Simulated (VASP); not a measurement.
# Ge (Cmcm) in VASP: a series of runs, part 2 of 3

VASP 6.6.1. Earlier steps stand in the parts before.

## 5. Single point, revPBE

This run uses another cell than the first one, of 19.63 Å³/atom, 1.076 times its volume.

File INCAR:

```
SYSTEM = Ge
ALGO     = Normal         ! electronic algorithm
EDIFF    = 1E-6           ! SCF threshold, eV
ENCUT    = 520            ! plane-wave cutoff, eV
GGA      = RE             ! functional
ISIF     = 2              ! what is computed and relaxed
ISMEAR   = -1             ! smearing method
LASPH    = .True.         ! aspherical terms in the spheres
LCHARG   = .False.        ! write CHGCAR
LREAL    = .False.        ! projectors in reciprocal space
LWAVE    = .False.        ! write WAVECAR
NBANDS   = 21             ! bands
NELM     = 80             ! most SCF steps
PREC     = Accurate       ! precision mode
SIGMA    = 0.05           ! smearing width, eV
```

File KPOINTS:

```
k-points
0
Gamma
  10 10 6
  0 0 0
```

File POSCAR:

```
Ge
1.0
    1.5071306787     -2.6506885916      0.0000000000
    1.5071306787      2.6506885916      0.0000000000
    0.0000000000      0.0000000000      4.9147945218
Ge
2
Direct
    0.3343216698      0.6656783302      0.2500000000
    0.6656783302      0.3343216698      0.7500000000
```

Potentials or basis: VASP PAW PBE potentials, release 64 (Ge_d).

Run with:

```bash
> cat potpaw_PBE.64/Ge_d/POTCAR > POTCAR
> mpirun -np 1 vasp_std > vasp.out
```

OUTCAR:

```text
SYSTEM = Ge
   EDIFF = 1E-6
   ENCUT = 520
   GGA = RE
   ISIF = 2
   ISMEAR = -1
   LASPH = .True.
   LREAL = .False.
   NELM = 80
   PREC = Accurate

 ion  position               nearest neighbor table
   1  0.334  0.666  0.250-
   2  0.666  0.334  0.750-

  LATTYP: Found a base centered orthorhombic cell.
 ALAT       =     3.0142613574
 B/A-ratio  =     1.7587649360
 C/A-ratio  =     1.6305137276

  Lattice vectors:

 A1 = (   1.5071306787,  -2.6506885916,   0.0000000000)
 A2 = (   1.5071306787,   2.6506885916,   0.0000000000)
 A3 = (   0.0000000000,   0.0000000000,   4.9147945218)

Analysis of symmetry for initial positions (statically):
=====================================================================
 Subroutine PRICEL returns:
 Original cell was already a primitive cell.

 Routine SETGRP: Setting up the symmetry group for a
 base centered orthorhombic supercell.

 Subroutine GETGRP returns: Found  8 space group operations
 (whereof  4 operations were pure point group operations)
 out of a pool of  8 trial point group operations.

The static configuration has the point symmetry C_2h.
 The point group associated with its full space group is D_2h.

Analysis of symmetry for dynamics (positions and initial velocities):
=====================================================================
 Subroutine PRICEL returns:
 Original cell was already a primitive cell.

 Routine SETGRP: Setting up the symmetry group for a
 base centered orthorhombic supercell.

 Subroutine GETGRP returns: Found  8 space group operations
 (whereof  4 operations were pure point group operations)
 out of a pool of  8 trial point group operations.

The dynamic configuration has the point symmetry C_2h.
 The point group associated with its full space group is D_2h.

 Subroutine INISYM returns: Found  8 space group operations
 (whereof  4 operations are pure point group operations),
 and found     1 'primitive' translations

[... 102 lines left out ...]
   POTIM  = 0.5000    time-step for ionic-motion
   TEBEG  =    0.0;   TEEND  =   0.0 temperature during run
   PSTRESS=    0.0 pullay stress
   NELECT =      28.0000    total number of electrons
   NUPDOWN=      -1.0000    fix difference up-down
   EMIN   =  10.00;   EMAX   =-10.00  energy-range for DOS
   EFERMI =   0.00;   METHOD = LEGACY
   ISMEAR =    -1;   SIGMA  =   0.05  broadening in eV -4-tet -1-fermi 0-gaus
   EFERMI_NEDOS =   21; number of points for ismear=-14 and -15
   IALGO  =     38    algorithm
   IMIX   =      4    mixing-type and parameters
     AMIX     =   0.40;   BMIX     =  1.00
     AMIX_MAG =   1.60;   BMIX_MAG =  1.00
  volume/ion in A,a.u.               =      19.63       132.50
  Fermi-wavevector in a.u.,A,eV,Ry     =   1.462556  2.763830 29.103816  2.139070
  Thomas-Fermi vector in A             =   2.578755
   LORBIT       =      0    0 simple, 1 ext, 2 COOP (PROOUT), +10 PAW based schemes
   GGA     = RE    functional components
   LHFCALC =     F    Hartree Fock is set to
   AEXX    =    0.0000 exact exchange contribution
   IVDW    =     0    specifies the selected vdW correction
   LEPSILON=     F    determine dielectric tensor
   LRPA    =     F    only Hartree local field effects (RPA)
 non-spin polarized calculation
  energy-cutoff  :      520.00
  volume of cell :       39.27
 maximum number of plane-waves:      1087
   NGX = 11   NGY = 11   NGZ = 19

 number of electron      28.0000028 magnetization

 Free energy of the ion-electron system (eV)
  ---------------------------------------------------
  ext. energy  EPLUGINS =         0.00000000
  ---------------------------------------------------
  free energy    TOTEN  =        -7.78972349 eV

  energy without entropy =       -7.78224706  energy(sigma->0) =       -7.78598528

 E-fermi :   6.4321     XC(G=0): -11.0273

 val. band max:        6.4117498008   @ k =   0.5000   0.2000   0.5000
 cond. band min:       6.4674927215   @ k =   0.2000   0.1000   0.1667
 fundamental gap:      0.0557429208
 Fermi energy:         6.4321490731

 k-point     1 :       0.0000    0.0000    0.0000
  band No.  band energies     occupation
      1     -18.3274      2.00000
      2     -18.3249      2.00000
      3     -18.3243      2.00000
      4     -18.3182      2.00000
      5     -18.3181      2.00000
      6     -18.3122      2.00000
[... 565 lines left out ...]
     20      21.6797      0.00000
     21      22.3924      0.00000

 [... further k-points ...]
[... 5 lines left out ...]
  --------------------------------------------------------------------------------------
  -------------------------------------------------------------------------------------
  Total       -0.0005994     -0.0139218     -0.0050165      0.0000000      0.0000000      0.0000000
  in kB       -0.0244560     -0.5680149     -0.2046739      0.0000000      0.0000000      0.0000000
  external PRESSURE =      -0.2657149 kB  Pullay stress =       0.0000000 kB

 VOLUME and BASIS-vectors are now :
 -----------------------------------------------------------------------------
  energy-cutoff  :      520.00
  volume of cell :       39.27
      direct lattice vectors                 reciprocal lattice vectors
     1.507130679 -2.650688592  0.000000000     0.331756235 -0.188630230  0.000000000
     1.507130679  2.650688592  0.000000000     0.331756235  0.188630230  0.000000000
     0.000000000  0.000000000  4.914794522     0.000000000  0.000000000  0.203467306

 POSITION                                       TOTAL-FORCE (eV/Angst)
 -----------------------------------------------------------------------------------
      1.50713      0.87832      1.22870         0.000000     -0.000499     -0.000000
      1.50713     -0.87832      3.68610         0.000000      0.000499      0.000000
 -----------------------------------------------------------------------------------
    total drift:                                0.000000     -0.000000      0.000000

  FREE ENERGIE OF THE ION-ELECTRON SYSTEM (eV)
  ---------------------------------------------------
  free  energy   TOTEN  =        -7.7897234946 eV

  energy  without entropy=       -7.7822470637  energy(sigma->0) =       -7.78598528
```

Run time: 47 s. Hardware: 1 thread of Intel Xeon Platinum 8488C (Sapphire Rapids), shared host; peak memory 0.21 GiB.

What came out:

```
Free energy            : -7.7897 eV
Pressure               : 0.0 GPa
Band gap on the k mesh : zero (band 14 reaches 12.87 eV, above the bottom of band 15 at 4.36 eV)
```

Caveat: the PAW data sets were made with another functional, which shifts forces and pressure a little.

[end of part 2 of 3]
